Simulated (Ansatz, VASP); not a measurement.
Given: the input of a run of VASP 6.6.1 on As.

The input INCAR:

```
SYSTEM = As
PREC     = Accurate       ! precision mode
ENCUT    = 600            ! plane-wave cutoff, eV
EDIFF    = 1E-6           ! SCF threshold, eV
ISMEAR   = -1             ! smearing method
SIGMA    = 0.05           ! smearing width, eV
LREAL    = .FALSE.        ! projectors in reciprocal space
LASPH    = .TRUE.         ! aspherical terms in the spheres
NELM     = 120            ! most SCF steps
ALGO     = Normal         ! electronic algorithm
ISIF     = 2              ! what is computed and relaxed
LWAVE    = .FALSE.        ! write WAVECAR
LCHARG   = .TRUE.         ! write CHGCAR
GGA      = CA             ! functional
LELF     = .TRUE.         ! ELF
LVHAR    = .TRUE.       
NBANDS   = 14             ! bands
GGA_COMPAT= .FALSE.
```

The input KPOINTS:

```
Automatic mesh
0
G
  10 10 10
  0 0 0
```

POSCAR

```
As
1.0
    2.7567085743      0.0000000000      0.0000000000
    0.0000000000      2.7567085743      0.0000000000
    0.0000000000      0.0000000000      2.7567085743
As
1
Direct
    0.5000000000      0.5000000000      0.5000000000
```

Potentials or basis: VASP PAW LDA potentials, release 64 (As_d).

The run is started by

```bash
$ cat potpaw_LDA.64/As_d/POTCAR > POTCAR
$ mpirun -np 1 vasp_std > vasp.out
```

Task: Set up the same calculation for Ansatz 0.2.0. Potentials there: Ansatz PAW.

Result: As run (the cutoff follows the program's own potentials):

File input.yaml:

```yaml
crystal:
  lattice:
    - [2.7567085743, 0.0, 0.0]
    - [0.0, 2.7567085743, 0.0]
    - [0.0, 0.0, 2.7567085743]
  atoms:
    - { symbol: As, position: [0.5, 0.5, 0.5] }
hamiltonian:
  xc: lda
  pseudopotentials: { kind: paw }
kpoints:
  mp_grid: { grid: [10, 10, 10] }
scf:
  occupations: { method: fermi_dirac, width: 0.05 }
output:
  forces: true
  stress: true
  eigenvalues: true
```

Potentials or basis: Ansatz PAW.

Launch:

```console
$ ansatz run input.yaml --threads 2 --pin off --max-ram 5632MiB --backend cpu --events-out ev --progress --plain --runs-dir out
```

Both were run:

|  | VASP | Ansatz | Ansatz less VASP |
| --- | --- | --- | --- |
| gap on the k mesh at the Fermi level (eV) | none | none | - |
| pressure (GPa) | -7.1 | -7.3 | -0.28 |

LDA's correlation is that of Perdew and Zunger in VASP and of Perdew and Wang (1992) in Ansatz. A gap of «none» marks a metal or a gap that the smearing closes.
